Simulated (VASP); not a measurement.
# Se (I4/mmm) in VASP: notebook, part 2 of 2

VASP 6.6.1. Earlier steps stand in the parts before.

### Step 3. Single point, LDA (strain +0.0100 x Voigt [1, 1, 0, 0, 0, 0])

File INCAR:

```
PREC = Accurate
ENCUT = 520
EDIFF = 1E-6
ISMEAR = 0
SIGMA = 0.15
LREAL = False
LASPH = True
NELM = 100
ALGO = Normal
ISIF = 2
LWAVE = False
LCHARG = False
GGA = CA
NBANDS = 9
```

File KPOINTS:

```
Automatic mesh
0
Gamma
  20 20 20
```

File POSCAR:

```
Se
1.0
   -1.7204831010      1.7204831010      1.7034486149
    1.7204831010     -1.7204831010      1.7034486149
    1.7204831010      1.7204831010     -1.7034486149
Se
1
Direct
    0.0000000000      0.0000000000      0.0000000000
```

Potentials or basis: VASP PAW LDA potentials, release 64 (Se).

Launch:

```
$ cat potpaw_LDA.64/Se/POTCAR > POTCAR
$ mpirun -np 1 vasp_std > vasp.out
```

OUTCAR:

```text
PREC = Accurate
   ENCUT = 520
   EDIFF = 1E-6
   ISMEAR = 0
   LREAL = False
   LASPH = True
   NELM = 100
   ISIF = 2
   GGA = CA

 ion  position               nearest neighbor table
   1  0.000  0.000  0.000-

  LATTYP: Found a body centered tetragonal cell.
 ALAT       =     3.4409662020
 C/A-ratio  =     0.9900990099

  Lattice vectors:

 A1 = (  -1.7204831010,   1.7204831010,   1.7034486149)
 A2 = (   1.7204831010,  -1.7204831010,   1.7034486149)
 A3 = (   1.7204831010,   1.7204831010,  -1.7034486149)

Analysis of symmetry for initial positions (statically):
=====================================================================
 Subroutine PRICEL returns:
 Original cell was already a primitive cell.

 Routine SETGRP: Setting up the symmetry group for a
 body centered tetragonal supercell.

 Subroutine GETGRP returns: Found 16 space group operations
 (whereof 16 operations were pure point group operations)
 out of a pool of 16 trial point group operations.

The static configuration has the point symmetry D_4h.

Analysis of symmetry for dynamics (positions and initial velocities):
=====================================================================
 Subroutine PRICEL returns:
 Original cell was already a primitive cell.

 Routine SETGRP: Setting up the symmetry group for a
 body centered tetragonal supercell.

 Subroutine GETGRP returns: Found 16 space group operations
 (whereof 16 operations were pure point group operations)
 out of a pool of 16 trial point group operations.

The dynamic configuration has the point symmetry D_4h.

 Subroutine INISYM returns: Found 16 space group operations
 (whereof 16 operations are pure point group operations),
 and found     1 'primitive' translations

----------------------------------------------------------------------------------------

                                     Primitive cell

  volume of cell :      20.1693
[... 110 lines left out ...]
  Thomas-Fermi vector in A             =   2.229127
   LORBIT       =      0    0 simple, 1 ext, 2 COOP (PROOUT), +10 PAW based schemes
   GGA     = CA    functional components
   LHFCALC =     F    Hartree Fock is set to
   AEXX    =    0.0000 exact exchange contribution
   IVDW    =     0    specifies the selected vdW correction
   LEPSILON=     F    determine dielectric tensor
   LRPA    =     F    only Hartree local field effects (RPA)
 non-spin polarized calculation
 Gauss-broadening in eV      SIGMA  =   0.15
  energy-cutoff  :      520.00
  volume of cell :       20.17
 maximum number of plane-waves:       561
 NGX is ok and might be reduce to    24
   NGX = 11   NGY = 11   NGZ = 11

 number of electron       5.9999999 magnetization

 Free energy of the ion-electron system (eV)
  ---------------------------------------------------
  ext. energy  EPLUGINS =         0.00000000
  ---------------------------------------------------
  free energy    TOTEN  =        -3.70386986 eV

  energy without entropy =       -3.69620220  energy(sigma->0) =       -3.70003603

 E-fermi :   5.6418     XC(G=0): -10.8087

 val. band max:        5.6405179770   @ k =  -0.1000  -0.3500   0.1000
 cond. band min:       5.6464813907   @ k =   0.5000   0.2500   0.1000
 fundamental gap:      0.0059634136
 Fermi energy:         5.6418383262

 k-point     1 :       0.0000    0.0000    0.0000
  band No.  band energies     occupation
      1     -10.5140      2.00000
      2       8.6394      0.00000
      3       8.6394      0.00000
      4       8.6646      0.00000
      5      16.7862      0.00000
      6      17.9996      0.00000
      7      18.1952      0.00000
      8      18.1952      0.00000
      9      20.9579      0.00000
[... 265 lines left out ...]
 k-point    24 :      -0.3500    0.0500    0.0000
  band No.  band energies     occupation
      1      -8.4157      2.00000
      2       1.5837      2.00000
      3       6.1167      0.00001
      4       7.8312      0.00000
      5      13.6576      0.00000
      6      14.8645      0.00000
      7      20.2777      0.00000
      8      22.0908      0.00000
      9      24.0519      0.00000

 [... further k-points ...]

------------------------ aborting loop because EDIFF is reached ----------------------------------------

  FORCE on cell =-STRESS in cart. coord.  units (eV):
  Direction    XX          YY          ZZ          XY          YZ          ZX
  --------------------------------------------------------------------------------------
  -------------------------------------------------------------------------------------
  Total       -0.6371862     -0.6371862     -0.5455719      0.0000000      0.0000000      0.0000000
  in kB      -50.6159111    -50.6159111    -43.3383852      0.0000000      0.0000000      0.0000000
  external PRESSURE =     -48.1900692 kB  Pullay stress =       0.0000000 kB

 VOLUME and BASIS-vectors are now :
 -----------------------------------------------------------------------------
  energy-cutoff  :      520.00
  volume of cell :       20.17
      direct lattice vectors                 reciprocal lattice vectors
    -1.720483101  1.720483101  1.703448615     0.000000000  0.290616048  0.293522209
     1.720483101 -1.720483101  1.703448615     0.290616048  0.000000000  0.293522209
     1.720483101  1.720483101 -1.703448615     0.290616048  0.290616048  0.000000000

 POSITION                                       TOTAL-FORCE (eV/Angst)
 -----------------------------------------------------------------------------------
      0.00000      0.00000      0.00000         0.000000     -0.000000     -0.000000
 -----------------------------------------------------------------------------------
    total drift:                                0.000000     -0.000000     -0.000000

  FREE ENERGIE OF THE ION-ELECTRON SYSTEM (eV)
  ---------------------------------------------------
  free  energy   TOTEN  =        -3.7038698589 eV

  energy  without entropy=       -3.6962022030  energy(sigma->0) =       -3.70003603
```

OSZICAR:

```text
N       E                     dE             d eps       ncg     rms          rms(c)
DAV:   1     0.866524597085E+01    0.86652E+01   -0.28735E+03 11634   0.567E+02
DAV:   2    -0.342319262472E+01   -0.12088E+02   -0.11659E+02 15902   0.767E+01
DAV:   3    -0.370799298101E+01   -0.28480E+00   -0.28186E+00 13376   0.105E+01
DAV:   4    -0.370857441944E+01   -0.58144E-03   -0.58140E-03 15868   0.530E-01
DAV:   5    -0.370857485497E+01   -0.43553E-06   -0.43513E-06 13639   0.128E-02    0.331E+00
DAV:   6    -0.370494944098E+01    0.36254E-02   -0.39154E-03 13042   0.295E-01    0.195E+00
DAV:   7    -0.370391291164E+01    0.10365E-02   -0.55678E-03 13103   0.357E-01    0.866E-02
DAV:   8    -0.370386956057E+01    0.43351E-04   -0.18358E-04 12413   0.717E-02    0.849E-03
DAV:   9    -0.370386985891E+01   -0.29834E-06   -0.16572E-06 14797   0.105E-02
   1 F= -.37038699E+01 E0= -.37000360E+01  d E =-.766766E-02
```

stdout:

```text
POSCAR found type information on POSCAR Se
 POSCAR found :  1 types and       1 ions
 scaLAPACK will be used
 LDA part: xc-table for (Slater(with rela. corr.)+CA(PZ))
 , standard interpolation
 POSCAR, INCAR and KPOINTS ok, starting setup
 FFT: planning ... GRIDC
 FFT: planning ... GRID_SOFT
 FFT: planning ... GRID
 WAVECAR not read
 entering main loop
```

Run time: 24 s. Hardware: 1 thread of Intel Xeon 6975P-C (Granite Rapids), shared host; peak memory 0.21 GiB.

What came out:

```
Free energy            : -3.7039 eV
Pressure               : -4.8 GPa
Band gap on the k mesh : zero (bands 3 and 4 overlap by 6.72 eV)
```

Stress tensor (GPa, compression positive):
```
-5.06  0.00  0.00
 0.00 -5.06  0.00
 0.00  0.00 -4.33
```

Caveat: the cell differs from its parent crystal (strain +0.0100 x Voigt [1, 1, 0, 0, 0, 0]); the cell stands under tension.

### Step 4. Single point, LDA (strain +0.0150 x Voigt [1, 1, 0, 0, 0, 0])

File INCAR:

```
ALGO = Normal
EDIFF = 1E-6
ENCUT = 520
GGA = CA
ISIF = 2
ISMEAR = 0
LASPH = T
LCHARG = T
LELF = T
LREAL = F
LVHAR = T
LWAVE = F
NBANDS = 9
NELM = 60
PREC = Accurate
SIGMA = 0.15
```

File KPOINTS:

```
k-points
0
Gamma
  20 20 20
```

File POSCAR:

```
Se
1.0
   -1.7290003441      1.7290003441      1.7034486149
    1.7290003441     -1.7290003441      1.7034486149
    1.7290003441      1.7290003441     -1.7034486149
Se
1
Direct
    0.0000000000      0.0000000000      0.0000000000
```

Launch:

```
$ cat potpaw_LDA.64/Se/POTCAR > POTCAR
$ mpirun -np 1 vasp_std > vasp.out
```

Wall time 25 s (1 thread of Intel Xeon 6975P-C (Granite Rapids), shared host); peak memory 0.22 GiB.

Results (log left out):

- Free energy: -3.6971 eV
- Pressure: -5.5 GPa
- Band gap on the k mesh: zero (bands 3 and 4 overlap by 6.60 eV)

Stress tensor (GPa, compression positive):
```
-5.83  0.00  0.00
 0.00 -5.83  0.00
 0.00  0.00 -4.77
```

Levels at points of the mesh, in eV from the Fermi level:
```
           k point  band 1  band 2  band 3  band 4  band 5  band 6
(0.00, 0.00, 0.00)  -16.07    2.94    2.94    2.98   11.01   12.27
(0.50, 0.00, 0.00)  -12.65   -6.57    0.01    2.06    6.85    8.31
(0.50, 0.50, 0.00)  -12.72   -6.60    0.14    2.24    7.03    8.57
(0.50, 0.50, 0.50)  -10.36   -3.25   -3.25   -3.01    4.05    4.18
```

Caveat: the cell differs from its parent crystal (strain +0.0150 x Voigt [1, 1, 0, 0, 0, 0]); the cell stands under tension.

### Step 5. Single point, LDA (strain +0.0200 x Voigt [1, 1, 0, 0, 0, 0])

File INCAR:

```
SYSTEM = Se
PREC = Accurate ; ENCUT = 520
EDIFF = 1E-6 ; ISMEAR = 0
SIGMA = 0.15 ; LREAL = .False.
LASPH = .True. ; NELM = 100
ALGO = Normal ; ISIF = 2
LWAVE = .False. ; LCHARG = .True.
LELF = .True. ; LVHAR = .True.
NBANDS = 9
```

File KPOINTS:

```
Automatic mesh
0
Gamma
  20 20 20
  0 0 0
```

File POSCAR:

```
Se
1.0
   -1.7375175872      1.7375175872      1.7034486149
    1.7375175872     -1.7375175872      1.7034486149
    1.7375175872      1.7375175872     -1.7034486149
Se
1
Direct
    0.0000000000      0.0000000000      0.0000000000
```

Launch:

```
$ cat potpaw_LDA.64/Se/POTCAR > POTCAR
$ mpirun -np 1 vasp_std > vasp.out
```

Wall time 26 s (1 thread of Intel Xeon 6975P-C (Granite Rapids), shared host); peak memory 0.22 GiB.

Results (log left out):

```
Free energy            : -3.6893 eV
Pressure               : -6.1 GPa
Band gap on the k mesh : zero (bands 3 and 4 overlap by 6.49 eV)
```

Stress tensor (GPa, compression positive):
```
-6.55  0.00  0.00
 0.00 -6.55  0.00
 0.00  0.00 -5.19
```

Levels at points of the mesh, in eV from the Fermi level:
```tsv
k point	band 1	band 2	band 3	band 4	band 5	band 6	band 7	band 8
(0.00, 0.00, 0.00)	-15.98	2.89	2.89	2.94	10.88	12.19	12.57	12.57
(0.50, 0.00, 0.00)	-12.62	-6.49	-0.01	2.02	6.82	8.29	17.35	17.93
(0.50, 0.50, 0.00)	-12.71	-6.53	0.16	2.24	7.06	8.64	17.03	17.51
(0.50, 0.50, 0.50)	-10.38	-3.24	-3.24	-2.92	4.07	4.24	22.48	22.48
```

Caveat: the cell differs from its parent crystal (strain +0.0200 x Voigt [1, 1, 0, 0, 0, 0]); the cell stands under tension.

### Step 6. Overview

```csv
cell,gap on the mesh (eV),pressure (GPa)
"a = 2.960 Å, angles 109.3, 109.3, 109.7°, 1 atom",none,-4.1
"a = 2.970 Å, angles 109.2, 109.2, 110.0°, 1 atom",none,-4.8
"a = 2.980 Å, angles 109.1, 109.1, 110.3°, 1 atom",none,-5.5
"a = 2.990 Å, angles 108.9, 108.9, 110.5°, 1 atom",none,-6.1
```

Alike in all rows: task single point; level LDA; potentials or basis VASP PAW LDA potentials, release 64 (Se); no spin polarisation; k mesh 20 × 20 × 20; cutoff (eV) 520; smearing gaussian 0.15 eV.

Caveats: the cell stands under tension.

Total energies depend on the potentials used, so only differences within one code and one set of settings carry meaning.
